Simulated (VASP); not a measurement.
# MgB2 in VASP: a series of runs, part 2 of 2

VASP 6.6.1.

### Step 3. Single point, PBE (atoms moved at random)

Contents of INCAR:

```
PREC     = Accurate       # precision mode
ENCUT    = 600            # plane-wave cutoff, eV
EDIFF    = 1E-6           # SCF threshold, eV
ISMEAR   = -1             # smearing method
SIGMA    = 0.05           # smearing width, eV
LREAL    = False          # projectors in reciprocal space
LASPH    = True           # aspherical terms in the spheres
NELM     = 120            # most SCF steps
ALGO     = Normal         # electronic algorithm
ISIF     = 2              # what is computed and relaxed
LWAVE    = False          # write WAVECAR
LCHARG   = True           # write CHGCAR
GGA      = PE             # functional
LELF     = True           # ELF
LVHAR    = True         
NBANDS   = 17             # bands
GGA_COMPAT= False
```

Contents of KPOINTS:

```
Automatic mesh
0
Gamma
  8 8 8
```

Contents of POSCAR:

```
MgB2
1.0
    0.0000000000      2.9936400000      2.9936400000
    2.9936400000      0.0000000000      2.9936400000
    2.9936400000      2.9936400000      0.0000000000
Mg B
2 4
Direct
    0.0095210000     -0.0202020000      0.0011170000
    0.2644180000      0.2382590000      0.2524120000
    0.6151860000      0.1206750000      0.6340960000
    0.6104320000      0.6236310000      0.1299960000
    0.1370110000      0.6171230000      0.6139570000
    0.6286610000      0.6231370000      0.6197090000
```

Potentials or basis: VASP PAW PBE potentials, release 64 (Mg, B).

Started as:

```sh
$ cat potpaw_PBE.64/Mg/POTCAR potpaw_PBE.64/B/POTCAR > POTCAR
$ mpirun -np 1 vasp_std > vasp.out
```

OUTCAR:

```text
PREC = Accurate
   ENCUT = 600
   EDIFF = 1E-6
   ISMEAR = -1
   LREAL = False
   LASPH = True
   NELM = 120
   ISIF = 2
   GGA = PE

 ion  position               nearest neighbor table
   1  0.010  0.980  0.001-   4 2.40   3 2.44   5 2.44   6 2.45   6 2.45   5 2.48   3 2.50   4 2.50
                             5 2.53   6 2.54   3 2.54   4 2.56   2 2.56   2 2.58   2 2.59   2 2.64
   2  0.264  0.238  0.252-   4 2.42   6 2.43   3 2.43   4 2.44   5 2.44   3 2.45   5 2.47   6 2.50
                             6 2.51   5 2.54   3 2.56   1 2.56   1 2.58   4 2.58   1 2.59   1 2.64
   3  0.615  0.121  0.634-   5 2.06   4 2.10   6 2.11   6 2.13   4 2.13   5 2.17   2 2.43   1 2.44
                             2 2.45   1 2.50   1 2.54   2 2.56
   4  0.610  0.624  0.130-   5 2.03   3 2.10   6 2.11   6 2.12   3 2.13   1 2.40   2 2.42   2 2.44
                             1 2.50   1 2.56   2 2.58
   5  0.137  0.617  0.614-   4 2.03   3 2.06   6 2.11   6 2.13   3 2.17   1 2.44   2 2.44   2 2.47
                             1 2.48   1 2.53   2 2.54
   6  0.629  0.623  0.620-   5 2.11   3 2.11   4 2.11   4 2.12   3 2.13   5 2.13   2 2.43   1 2.45
                             1 2.45   2 2.50   2 2.51   1 2.54

  LATTYP: Found a face centered cubic cell.
 ALAT       =     5.9872800000

  Lattice vectors:

 A1 = (   0.0000000000,   2.9936400000,   2.9936400000)
 A2 = (   2.9936400000,   0.0000000000,   2.9936400000)
 A3 = (   2.9936400000,   2.9936400000,   0.0000000000)

Analysis of symmetry for initial positions (statically):
=====================================================================
 Subroutine PRICEL returns:
 Original cell was already a primitive cell.

 Routine SETGRP: Setting up the symmetry group for a
 face centered cubic supercell.

 Subroutine GETGRP returns: Found  1 space group operations
 (whereof  1 operations were pure point group operations)
 out of a pool of 48 trial point group operations.

The static configuration has the point symmetry C_1 .

Analysis of symmetry for dynamics (positions and initial velocities):
=====================================================================
 Subroutine PRICEL returns:
 Original cell was already a primitive cell.
[... 143 lines left out ...]
   AEXX    =    0.0000 exact exchange contribution
   IVDW    =     0    specifies the selected vdW correction
   LEPSILON=     F    determine dielectric tensor
   LRPA    =     F    only Hartree local field effects (RPA)
 non-spin polarized calculation
  energy-cutoff  :      600.00
  volume of cell :       53.66
 maximum number of plane-waves:      1812
 NGX is ok and might be reduce to    36
   NGX = 17   NGY = 17   NGZ = 17

 number of electron      16.0000000 magnetization

 Free energy of the ion-electron system (eV)
  ---------------------------------------------------
  ext. energy  EPLUGINS =         0.00000000
  ---------------------------------------------------
  free energy    TOTEN  =       -25.29973237 eV

  energy without entropy =      -25.28765172  energy(sigma->0) =      -25.29369204

 E-fermi :   7.0207     XC(G=0): -11.4272

 val. band max:        6.9926229206   @ k =  -0.3750   0.5000   0.1250
 cond. band min:       7.0262419265   @ k =   0.1250   0.2500   0.0000
 fundamental gap:      0.0336190059
 Fermi energy:         7.0207233630

 k-point     1 :       0.0000    0.0000    0.0000
  band No.  band energies     occupation
      1      -7.0796      2.00000
      2       0.1465      2.00000
      3       2.3577      2.00000
      4       2.3994      2.00000
      5       2.4219      2.00000
      6       4.3680      2.00000
[... 457 lines left out ...]
      4       1.4404      2.00000
      5       2.4797      2.00000
      6       3.3131      2.00000
[... 9 lines left out ...]
     16      14.7400      0.00000
     17      15.8097      0.00000

 [... further k-points ...]

------------------------ aborting loop because EDIFF is reached ----------------------------------------

  FORCE on cell =-STRESS in cart. coord.  units (eV):
  Direction    XX          YY          ZZ          XY          YZ          ZX
  --------------------------------------------------------------------------------------
  -------------------------------------------------------------------------------------
  Total        0.1648166      0.1682884      0.1619883     -0.2326237     -0.0975805     -0.1335613
  in kB        4.9213347      5.0250006      4.8368832     -6.9460155     -2.9137009     -3.9880661
  external PRESSURE =       4.9277395 kB  Pullay stress =       0.0000000 kB

 VOLUME and BASIS-vectors are now :
 -----------------------------------------------------------------------------
  energy-cutoff  :      600.00
  volume of cell :       53.66
      direct lattice vectors                 reciprocal lattice vectors
     0.000000000  2.993640000  2.993640000    -0.167020751  0.167020751  0.167020751
     2.993640000  0.000000000  2.993640000     0.167020751 -0.167020751  0.167020751
     2.993640000  2.993640000  0.000000000     0.167020751  0.167020751 -0.167020751

 POSITION                                       TOTAL-FORCE (eV/Angst)
 -----------------------------------------------------------------------------------
      2.93651      0.03185      2.96166         0.389831     -0.320094      0.164837
      1.46889      1.54720      1.50483         0.000168     -0.504682     -0.344616
      2.25951      3.73990      2.20290        -0.134906      0.102324      0.113540
      2.25609      2.21657      3.69434         0.073381      0.227841      0.159232
      3.68541      2.24813      2.25761        -0.290772      0.189416      0.005168
      3.72063      3.73717      3.74743        -0.037701      0.305195     -0.098162
 -----------------------------------------------------------------------------------
    total drift:                                0.000027     -0.000050     -0.000004

  FREE ENERGIE OF THE ION-ELECTRON SYSTEM (eV)
  ---------------------------------------------------
  free  energy   TOTEN  =       -25.2997323655 eV

  energy  without entropy=      -25.2876517241  energy(sigma->0) =      -25.29369204
```

OSZICAR:

```text
N       E                     dE             d eps       ncg     rms          rms(c)
DAV:   1     0.287457784430E+02    0.28746E+02   -0.72464E+03  8920   0.914E+02
DAV:   2    -0.241488679791E+02   -0.52895E+02   -0.48389E+02 11580   0.153E+02
DAV:   3    -0.261339168647E+02   -0.19850E+01   -0.19574E+01 12289   0.256E+01
DAV:   4    -0.261460623008E+02   -0.12145E-01   -0.12129E-01 11021   0.214E+00
DAV:   5    -0.261461746304E+02   -0.11233E-03   -0.11230E-03 12367   0.207E-01    0.395E+00
DAV:   6    -0.254669549365E+02    0.67922E+00   -0.69594E-01 11328   0.388E+00    0.219E+00
DAV:   7    -0.253078889978E+02    0.15907E+00   -0.38725E-01 11877   0.293E+00    0.757E-01
DAV:   8    -0.253001302106E+02    0.77588E-02   -0.24659E-02 10674   0.101E+00    0.796E-02
DAV:   9    -0.252997513334E+02    0.37888E-03   -0.17544E-03 12107   0.219E-01    0.466E-02
DAV:  10    -0.252997335987E+02    0.17735E-04   -0.11061E-04 10904   0.663E-02    0.530E-03
DAV:  11    -0.252997323234E+02    0.12753E-05   -0.27836E-06 11698   0.116E-02    0.314E-03
DAV:  12    -0.252997323655E+02   -0.42135E-07   -0.22294E-07  6356   0.284E-03
   1 F= -.25299732E+02 E0= -.25293692E+02  d E =-.120806E-01
```

stdout:

```text
POSCAR found type information on POSCAR MgB
 POSCAR found :  2 types and       6 ions
 scaLAPACK will be used
 LDA part: xc-table for (Slater+PW92), standard interpolation
 POSCAR, INCAR and KPOINTS ok, starting setup
 FFT: planning ... GRIDC
 FFT: planning ... GRID_SOFT
 FFT: planning ... GRID
 WAVECAR not read
 entering main loop
```

Run time: 6.4 min. Hardware: 1 thread of Intel Xeon 8259CL, shared host; peak memory 0.4 GiB.

What came out:

```yaml
Free_energy: -25.2997 eV
Pressure: 0.5 GPa
Largest_force: 0.611 eV/Å
Band_gap_on_the_k_mesh: zero (band 8 reaches 8.90 eV, above the bottom of band 9 at 5.17 eV)
```

Forces in eV/Å, atoms in the order of the input:
```
Mg   0.390 -0.320  0.165
Mg   0.000 -0.505 -0.345
B   -0.135  0.102  0.114
B    0.073  0.228  0.159
B   -0.291  0.189  0.005
B   -0.038  0.305 -0.098
```

Stress tensor (GPa, compression positive):
```
 0.49 -0.69 -0.40
-0.69  0.50 -0.29
-0.40 -0.29  0.48
```

Caveat: the cell differs from its parent crystal (atoms moved at random).
